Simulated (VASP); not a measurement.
The system is CdS3.

```
CELL_PARAMETERS angstrom
6.40760 0.00000 0.00000
-3.20380 5.54914 0.00000
0.00000 0.00000 4.82971
ATOMIC_POSITIONS crystal
Cd 0.33333 0.66667 0.75000
Cd 0.66667 0.33333 0.25000
S 0.17982 0.35964 0.25000
S 0.64036 0.82018 0.25000
S 0.17982 0.82018 0.25000
S 0.82018 0.64036 0.75000
S 0.35964 0.17982 0.75000
S 0.82018 0.17982 0.75000
```

The cell was generated, and may not be a known phase.

| Property | Result |
| --- | --- |
| Program | VASP 6.6.1 |
| Task | relaxation of cell and atoms |
| Functional | PBE |
| Potentials or basis | VASP PAW PBE potentials, release 64 (Cd_sv_GW, S) |
| Cutoff | 630 eV |
| k mesh | 3 × 3 × 4 |
| Occupations | gaussian, width 0.1 eV |
| Spin | no spin polarisation |

At the start: pressure -6.9 GPa; volume 21.47 Å³/atom.

How do energy, volume and symmetry change on relaxing?

Over 41 steps the energy falls by 200.8 meV/atom and the volume is 25.98 Å³/atom (+21.0 %); space group P6_3/mmc (No. 194, to 0.1 Å) before and after.

Step by step:
```csv
step,energy change (eV),largest force (eV/Å),pressure (GPa),volume (Å³)
1,0.0000,0.4283,-6.90,171.73
3,-0.5425,0.0060,-0.02,150.59
5,-0.5616,0.0307,-0.03,150.04
7,-0.6159,0.1440,1.53,146.97
9,-0.6205,0.1391,1.13,147.50
11,-0.6277,0.1640,0.98,148.17
13,-0.6300,0.1892,0.88,148.85
15,-0.6473,0.2217,0.11,150.94
17,-0.6661,0.2858,-0.89,154.26
19,-0.7327,0.3057,-0.48,155.75
21,-1.1072,0.0971,3.12,161.79
23,-1.1190,0.0021,3.72,162.16
25,-0.8616,1.6167,9.54,166.45
27,-1.1335,0.1888,4.86,163.33
29,-1.1551,0.4411,5.75,165.76
31,-1.2246,0.4483,5.24,168.69
33,-1.4329,0.5580,3.67,182.27
35,-1.5726,0.4879,1.17,206.22
37,-1.5996,0.0606,-0.14,209.97
39,-1.6047,0.0135,-0.16,208.80
41,-1.6063,0.0373,-0.16,207.82
```

Final structure:
```
CELL_PARAMETERS angstrom
6.60271 0.00000 0.00000
-3.30135 5.71811 0.00000
0.00000 0.00000 5.50437
ATOMIC_POSITIONS crystal
Cd 0.33333 0.66667 0.75000
Cd 0.66667 0.33333 0.25000
S 0.22319 0.44637 0.25000
S 0.55363 0.77681 0.25000
S 0.22319 0.77681 0.25000
S 0.77681 0.55363 0.75000
S 0.44637 0.22319 0.75000
S 0.77681 0.22319 0.75000
```

Caveat: the k points lie up to 0.37 Å⁻¹ apart in the final cell, too coarse for converged energies and pressures of a metal; the volume moved by over 15 % at a fixed basis, so the end points are rough.
